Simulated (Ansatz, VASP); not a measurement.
Two plane-wave programs on Mo

```
Mo
1.0
    -1.64226    1.64226    1.64226
     1.64226   -1.64226    1.64226
     1.64226    1.64226   -1.64226
Mo
1
Direct
  0.00000 0.00000 0.00000
```

Alike in both runs: task single point; functional PBE; k mesh 23 × 23 × 23; occupations fermi-dirac, width 0.1 eV; no spin polarisation.

|  | VASP | Ansatz |
| --- | --- | --- |
| version | VASP 6.6.1 | Ansatz 0.2.0 |
| potentials or method | VASP PAW PBE potentials, release 64 (Mo_sv), cutoff 520 eV | plane waves (420 eV) with PAW, scalar-relativistic |
| valence electrons in the cell | 14 | 14 |

```tsv
	VASP	Ansatz	Ansatz less VASP
pressure (GPa)	-23.0	-23.3	-0.32
```

The functional is the same, so the differences come from potentials, cutoffs and numerics.
